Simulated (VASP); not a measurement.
The system is CdS.

```xyz
2
Lattice="0.0000 2.9430 2.9430 2.9430 0.0000 2.9430 2.9430 2.9430 0.0000" Properties=species:S:1:pos:R:3 pbc="T T T"
Cd    0.0000    0.0000    0.0000
S     1.4715    1.4715    1.4715
```

* Program: VASP 6.6.1
* Task: relaxation of cell and atoms
* Functional: PBE
* Potentials or basis: VASP PAW PBE potentials, release 64 (Cd, S)
* Cutoff: 600 eV
* k mesh: 8 × 8 × 8
* Occupations: gaussian, width 0.02 eV
* Spin: no spin polarisation

At the start: pressure 1.4 GPa; volume 25.49 Å³/atom.

Q: How do energy, volume and symmetry change on relaxing?

A: Over 3 steps the energy falls by 2.9 meV/atom and the volume is 26.15 Å³/atom (+2.6 %); space group F-43m (No. 216, to 0.1 Å) before and after.

The path:
```csv
step,energy change (eV),largest force (eV/Å),pressure (GPa),volume (Å³)
1,0.0000,0.0000,1.45,50.98
2,-0.0053,0.0000,-0.40,52.70
3,-0.0058,0.0000,0.02,52.29
```

Final structure:
```
CELL_PARAMETERS angstrom
0.00000 2.96806 2.96806
2.96806 0.00000 2.96806
2.96806 2.96806 0.00000
ATOMIC_POSITIONS crystal
Cd 0.00000 0.00000 0.00000
S 0.25000 0.25000 0.25000
```
